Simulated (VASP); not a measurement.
# Te (P3_121) in VASP: single point with PBE

Aim: the single point of Te with PBE.

Program: VASP 6.6.1. These are calculated values, not measurements. Logs are shortened: lines on timing, memory, paths and dates and some standing lists are left out, and cuts for length are marked.

### 1 The cell of the first run

The structure is trigonal, space group P3_121 (No. 152). Conventional cell: a = 4.527 Å, b = 4.527 Å, c = 5.962 Å, α = 90.00°, β = 90.00°, γ = 120.00°. Te (site symmetry 2) has 6 Te at 2.88 to 3.52 Å within 3.8 Å.

### 2 Single point, PBE

File INCAR:

```
  ALGO = Normal
  EDIFF = 1E-6
  ENCUT = 520
  GGA = PE
  ISIF = 2
  ISMEAR = 0
  LASPH = T
  LCHARG = F
  LREAL = F
  LWAVE = F
  NBANDS = 16
  NELM = 60
  PREC = Accurate
  SIGMA = 0.05
```

File KPOINTS:

```
k-points
0
Gamma
  6 6 4
```

File POSCAR:

```
Te
1.0
    4.5272099746      0.0000000000      0.0000000000
   -2.2636049873      3.9206788463      0.0000000000
    0.0000000000      0.0000000000      5.9615198782
Te
3
Direct
    0.2665285429      0.0000000000      0.8333333333
    0.0000000000      0.2665285429      0.1666666667
    0.7334714571      0.7334714571      0.5000000000
```

Potentials or basis: VASP PAW PBE potentials, release 64 (Te).

Command:

```console
> cat potpaw_PBE.64/Te/POTCAR > POTCAR
> mpirun -np 1 vasp_std > vasp.out
```

OUTCAR:

```text
EDIFF = 1E-6
   ENCUT = 520
   GGA = PE
   ISIF = 2
   ISMEAR = 0
   LASPH = T
   LREAL = F
   NELM = 60
   PREC = Accurate

 ion  position               nearest neighbor table
   1  0.267  0.000  0.833-   3 2.88   2 2.88   3 3.52   3 3.52   2 3.52   2 3.52
   2  0.000  0.267  0.167-   3 2.88   1 2.88   3 3.52   3 3.52   1 3.52   1 3.52
   3  0.733  0.733  0.500-   1 2.88   2 2.88   1 3.52   2 3.52   2 3.52   1 3.52

  LATTYP: Found a hexagonal cell.
 ALAT       =     4.5272099746
 C/A-ratio  =     1.3168198320

  Lattice vectors:

 A1 = (   4.5272099746,   0.0000000000,   0.0000000000)
 A2 = (  -2.2636049873,   3.9206788463,   0.0000000000)
 A3 = (   0.0000000000,   0.0000000000,   5.9615198782)

Analysis of symmetry for initial positions (statically):
=====================================================================
 Subroutine PRICEL returns:
 Original cell was already a primitive cell.

 Routine SETGRP: Setting up the symmetry group for a
 hexagonal supercell.

 Subroutine GETGRP returns: Found  6 space group operations
 (whereof  2 operations were pure point group operations)
 out of a pool of 24 trial point group operations.

The static configuration has the point symmetry C_2 .
 The point group associated with its full space group is D_3 .

Analysis of symmetry for dynamics (positions and initial velocities):
=====================================================================
 Subroutine PRICEL returns:
 Original cell was already a primitive cell.

 Routine SETGRP: Setting up the symmetry group for a
 hexagonal supercell.

 Subroutine GETGRP returns: Found  6 space group operations
 (whereof  2 operations were pure point group operations)
 out of a pool of 24 trial point group operations.

The dynamic configuration has the point symmetry C_2 .
 The point group associated with its full space group is D_3 .

 Subroutine INISYM returns: Found  6 space group operations
 (whereof  2 operations are pure point group operations),
 and found     1 'primitive' translations

----------------------------------------------------------------------------------------

                                     Primitive cell

  volume of cell :     105.8154

  direct lattice vectors                    reciprocal lattice vectors
     4.527209975  0.000000000  0.000000000     0.220886596  0.127528936  0.000000000
    -2.263604987  3.920678846  0.000000000     0.000000000  0.255057871  0.000000000
     0.000000000  0.000000000  5.961519878     0.000000000  0.000000000  0.167742458

  length of vectors
     4.527209975  4.527209975  5.961519878     0.255057871  0.255057871  0.167742458

  position of ions in fractional coordinates (direct lattice)
     0.266528543  0.000000000  0.833333333
     1.000000000  0.266528543  0.166666667
     0.733471457  0.733471457  0.500000000

  ion indices of the primitive-cell ions
   primitive index   ion index
                 1           1
                 2           2
                 3           3

----------------------------------------------------------------------------------------

 KPOINTS: k-points

Automatic generation of k-mesh.
 Grid dimensions read from file:
 generate k-points for:    6    6    4

 Generating k-lattice:

  Cartesian coordinates                     Fractional coordinates (reciprocal lattice)
     0.036814433  0.021254823  0.000000000     0.166666667 -0.000000000  0.000000000
     0.000000000  0.042509645  0.000000000     0.000000000  0.166666667  0.000000000
     0.000000000  0.000000000  0.041935615     0.000000000  0.000000000  0.250000000

  Length of vectors
     0.042509645  0.042509645  0.041935615

  Shift w.r.t. Gamma in fractional coordinates (k-lattice)
     0.000000000  0.000000000  0.000000000

 Subroutine IBZKPT returns following result:
 ===========================================

 Found     24 irreducible k-points:

 Following reciprocal coordinates:
            Coordinates               Weight
  0.000000  0.000000  0.000000      1.000000
  0.166667 -0.000000  0.000000      6.000000
  0.333333  0.000000  0.000000      6.000000
  0.500000 -0.000000  0.000000      3.000000
  0.166667  0.166667  0.000000      6.000000
  0.333333  0.166667  0.000000     12.000000
[... 16 lines left out ...]
  0.333333  0.166667  0.500000     12.000000
  0.333333  0.333333  0.500000      2.000000
   k-points           NKPTS =     24   k-points in BZ     NKDIM =     24   number of bands    NBANDS=     16
   number of dos      NEDOS =    301   number of ions     NIONS =      3
   total plane-waves  NPLWV =  62208
   dimension x,y,z NGX =    36 NGY =   36 NGZ =   48
   dimension x,y,z NGXF=    72 NGYF=   72 NGZF=   96
   ions per type =               3
   NGX,Y,Z   is equivalent  to a cutoff of  13.22, 13.22, 13.39 a.u.
   NGXF,Y,Z  is equivalent  to a cutoff of  26.44, 26.44, 26.77 a.u.
 SYSTEM =  unknown system
   PREC   = accura    normal or accurate (medium, high low for compatibility)
   ISTART =      0    job   : 0-new  1-cont  2-samecut
   ICHARG =      2    charge: 1-file 2-atom 10-const
   ISPIN  =      1    spin polarized calculation?
   LNONCOLLINEAR =      F non collinear calculations
   LSORBIT =      F    spin-orbit coupling
   LASPH  =      T    aspherical Exc in radial PAW
   ENCUT  =  520.0 eV  38.22 Ry    6.18 a.u.   8.42  8.42 11.08*2*pi/ulx,y,z
   NELM   =     60;   NELMIN=  2; NELMDL= -5     # of ELM steps
   EDIFF  = 0.1E-05   stopping-criterion for ELM
   LREAL  =      F    real-space projection
   EDIFFG = 0.1E-04   stopping-criterion for IOM
   NSW    =      0    number of steps for IOM
   IBRION =     -1    ionic relax: 0-MD 1-quasi-New 2-CG
   NFREE  =      0    steps in history (QN), initial steepest desc. (CG)
   ISIF   =      2    stress and relaxation
   ISYM   =      2    0-nonsym 1-usesym 2-fastsym
   POTIM  = 0.5000    time-step for ionic-motion
   TEBEG  =    0.0;   TEEND  =   0.0 temperature during run
   PSTRESS=    0.0 pullay stress
   NELECT =      18.0000    total number of electrons
   NUPDOWN=      -1.0000    fix difference up-down
   EMIN   =  10.00;   EMAX   =-10.00  energy-range for DOS
   EFERMI =   0.00;   METHOD = LEGACY
   ISMEAR =     0;   SIGMA  =   0.05  broadening in eV -4-tet -1-fermi 0-gaus
   EFERMI_NEDOS =   21; number of points for ismear=-14 and -15
   IALGO  =     38    algorithm
   IMIX   =      4    mixing-type and parameters
     AMIX     =   0.40;   BMIX     =  1.00
     AMIX_MAG =   1.60;   BMIX_MAG =  1.00
  volume/ion in A,a.u.               =      35.27       238.03
  Fermi-wavevector in a.u.,A,eV,Ry     =   0.907088  1.714148 11.194988  0.822808
  Thomas-Fermi vector in A             =   2.030853
   LORBIT       =      0    0 simple, 1 ext, 2 COOP (PROOUT), +10 PAW based schemes
   GGA     = PE    functional components
   LHFCALC =     F    Hartree Fock is set to
   AEXX    =    0.0000 exact exchange contribution
   IVDW    =     0    specifies the selected vdW correction
   LEPSILON=     F    determine dielectric tensor
   LRPA    =     F    only Hartree local field effects (RPA)
 non-spin polarized calculation
 Gauss-broadening in eV      SIGMA  =   0.05
  energy-cutoff  :      520.00
  volume of cell :      105.82
 maximum number of plane-waves:      2902
 NGX is ok and might be reduce to    36
   NGX = 17   NGY = 17   NGZ = 23

 number of electron      17.9999999 magnetization

 Free energy of the ion-electron system (eV)
  ---------------------------------------------------
  ext. energy  EPLUGINS =         0.00000000
  ---------------------------------------------------
  free energy    TOTEN  =        -9.42693324 eV

  energy without entropy =       -9.42692366  energy(sigma->0) =       -9.42692845

 E-fermi :   5.5658     XC(G=0):  -8.8963

 val. band max:        5.4532606455   @ k =   0.3333   0.3333   0.5000
 cond. band min:       5.6711099263   @ k =   0.3333   0.3333   0.5000
 fundamental gap:      0.2178492808
 Fermi energy:         5.5658338100

 k-point     1 :       0.0000    0.0000    0.0000
  band No.  band energies     occupation
      1      -7.8926      2.00000
      2      -4.7331      2.00000
      3      -4.7331      2.00000
      4       2.4927      2.00000
      5       2.7400      2.00000
      6       2.7400      2.00000
[... 8 lines left out ...]
     15      11.3266      0.00000
     16      11.8054      0.00000

 k-point     2 :       0.1667   -0.0000    0.0000
  band No.  band energies     occupation
      1      -7.7213      2.00000
      2      -4.8051      2.00000
      3      -4.6943      2.00000
      4       1.5264      2.00000
      5       2.1015      2.00000
      6       2.4587      2.00000
[... 8 lines left out ...]
     15      11.6371      0.00000
     16      12.0344      0.00000

 k-point     3 :       0.3333    0.0000    0.0000
  band No.  band energies     occupation
      1      -7.2772      2.00000
      2      -5.1176      2.00000
      3      -4.6062      2.00000
      4       0.8627      2.00000
      5       1.4453      2.00000
      6       2.0245      2.00000
[... 8 lines left out ...]
     15      12.5151      0.00000
     16      13.2975      0.00000

 k-point     4 :       0.5000   -0.0000    0.0000
  band No.  band energies     occupation
      1      -6.9425      2.00000
      2      -5.4246      2.00000
      3      -4.5570      2.00000
      4       0.8458      2.00000
      5       1.2442      2.00000
      6       2.0514      2.00000
[... 8 lines left out ...]
     15      13.9840      0.00000
     16      14.2858      0.00000

 k-point     5 :       0.1667    0.1667    0.0000
  band No.  band energies     occupation
      1      -7.4095      2.00000
      2      -4.9441      2.00000
      3      -4.6994      2.00000
      4       1.0685      2.00000
      5       1.2804      2.00000
      6       2.5400      2.00000
[... 8 lines left out ...]
     15      12.1991      0.00000
     16      13.0129      0.00000

 k-point     6 :       0.3333    0.1667    0.0000
  band No.  band energies     occupation
      1      -6.9677      2.00000
      2      -5.2489      2.00000
      3      -4.7331      2.00000
      4       0.9448      2.00000
      5       1.1601      2.00000
      6       2.1731      2.00000
[... 8 lines left out ...]
     15      13.1807      0.00000
     16      13.5859      0.00000

 k-point     7 :       0.3333    0.3333    0.0000
  band No.  band energies     occupation
      1      -6.7818      2.00000
      2      -5.0867      2.00000
      3      -5.0867      2.00000
      4       1.1695      2.00000
      5       1.1695      2.00000
      6       2.5582      2.00000
[... 8 lines left out ...]
     15      11.3155      0.00000
     16      13.8984      0.00000

 k-point     8 :       0.0000    0.0000    0.2500
  band No.  band energies     occupation
      1      -7.6747      2.00000
      2      -6.0171      2.00000
      3      -3.4450      2.00000
      4       2.0946      2.00000
      5       2.6169      2.00000
      6       3.0148      2.00000
[... 8 lines left out ...]
     15      11.4132      0.00000
     16      11.5689      0.00000

 k-point     9 :       0.1667   -0.0000    0.2500
  band No.  band energies     occupation
      1      -7.5121      2.00000
      2      -5.9165      2.00000
      3      -3.6763      2.00000
      4       1.6718      2.00000
      5       2.2947      2.00000
      6       2.7574      2.00000
[... 8 lines left out ...]
     15      11.1064      0.00000
     16      11.6657      0.00000
[... 172 lines left out ...]
 k-point    19 :       0.1667   -0.0000    0.5000
  band No.  band energies     occupation
      1      -6.9111      2.00000
      2      -6.8734      2.00000
      3      -3.1567      2.00000
      4       1.5188      2.00000
      5       2.4486      2.00000
      6       2.6636      2.00000
[... 8 lines left out ...]
     15      11.3815      0.00000
     16      12.2160      0.00000

 k-point    20 :       0.3333    0.0000    0.5000
  band No.  band energies     occupation
      1      -6.6363      2.00000
      2      -6.4529      2.00000
      3      -3.9178      2.00000
      4       0.6027      2.00000
      5       1.9376      2.00000
      6       2.2154      2.00000
[... 8 lines left out ...]
     15      12.2653      0.00000
     16      12.6249      0.00000

 k-point    21 :       0.5000   -0.0000    0.5000
  band No.  band energies     occupation
      1      -6.4798      2.00000
      2      -6.1321      2.00000
      3      -4.3941      2.00000
      4       0.0605      2.00000
      5       1.9162      2.00000
      6       1.9530      2.00000
[... 8 lines left out ...]
     15      13.4789      0.00000
     16      13.5651      0.00000

 k-point    22 :       0.1667    0.1667    0.5000
  band No.  band energies     occupation
      1      -6.6922      2.00000
      2      -6.5975      2.00000
      3      -3.6973      2.00000
      4       1.0547      2.00000
      5       1.7686      2.00000
      6       1.9189      2.00000
[... 8 lines left out ...]
     15      12.0354      0.00000
     16      12.2640      0.00000

 k-point    23 :       0.3333    0.1667    0.5000
  band No.  band energies     occupation
      1      -6.4298      2.00000
      2      -6.2183      2.00000
      3      -4.3159      2.00000
      4       0.3348      2.00000
      5       1.2244      2.00000
      6       1.3864      2.00000
[... 8 lines left out ...]
     15      12.2579      0.00000
     16      12.9718      0.00000

 k-point    24 :       0.3333    0.3333    0.5000
  band No.  band energies     occupation
      1      -6.2039      2.00000
      2      -6.2039      2.00000
      3      -4.4950      2.00000
      4       0.5228      2.00000
      5       0.7040      2.00000
      6       0.7040      2.00000
[... 8 lines left out ...]
     15      11.9987      0.00000
     16      12.4786      0.00000

------------------------ aborting loop because EDIFF is reached ----------------------------------------

  FORCE on cell =-STRESS in cart. coord.  units (eV):
  Direction    XX          YY          ZZ          XY          YZ          ZX
  --------------------------------------------------------------------------------------
  -------------------------------------------------------------------------------------
  Total        0.0296163      0.0296163     -0.0297831      0.0000000      0.0000000      0.0000000
  in kB        0.4484274      0.4484274     -0.4509537      0.0000000      0.0000000      0.0000000
  external PRESSURE =       0.1486337 kB  Pullay stress =       0.0000000 kB

 VOLUME and BASIS-vectors are now :
 -----------------------------------------------------------------------------
  energy-cutoff  :      520.00
  volume of cell :      105.82
      direct lattice vectors                 reciprocal lattice vectors
     4.527209975  0.000000000  0.000000000     0.220886596  0.127528936  0.000000000
    -2.263604987  3.920678846  0.000000000     0.000000000  0.255057871  0.000000000
     0.000000000  0.000000000  5.961519878     0.000000000  0.000000000  0.167742458

 POSITION                                       TOTAL-FORCE (eV/Angst)
 -----------------------------------------------------------------------------------
      1.20663      0.00000      4.96793         0.020839     -0.000000      0.000000
     -0.60332      1.04497      0.99359        -0.010419      0.018047      0.000000
      1.66029      2.87571      2.98076        -0.010419     -0.018047     -0.000000
 -----------------------------------------------------------------------------------
    total drift:                               -0.000000      0.000000      0.000000

  FREE ENERGIE OF THE ION-ELECTRON SYSTEM (eV)
  ---------------------------------------------------
  free  energy   TOTEN  =        -9.4269332383 eV

  energy  without entropy=       -9.4269236579  energy(sigma->0) =       -9.42692845
```

It took 39 s on 1 thread of AMD EPYC 7R43 (Zen 3), shared host; peak memory 0.19 GiB.

Results:

```yaml
Free_energy: -9.4269 eV
Pressure: 0.0 GPa
Largest_force: 0.021 eV/Å
Band_gap_on_the_k_mesh: 0.22 eV, direct
```

Forces on the atoms (eV/Å):
```
Te   0.021  0.000  0.000
Te  -0.010  0.018  0.000
Te  -0.010 -0.018  0.000
```

Levels at points of the mesh, in eV from the valence-band top:
```
           k point  band 7  band 8  band 9  band 10  band 11  band 12
(0.00, 0.00, 0.00)   -1.58   -1.58   -0.75     1.01     1.01     1.58
(0.50, 0.00, 0.00)   -3.28   -0.99   -0.78     0.90     0.97     3.14
(0.00, 0.00, 0.50)   -1.25   -1.00   -1.00     0.52     0.52     0.54
(0.50, 0.00, 0.50)   -2.29   -1.95   -0.15     0.82     1.93     2.49
```

Caveat: spin-orbit coupling is left out, which moves the levels of the heavy elements. A k mesh can miss the band edges.
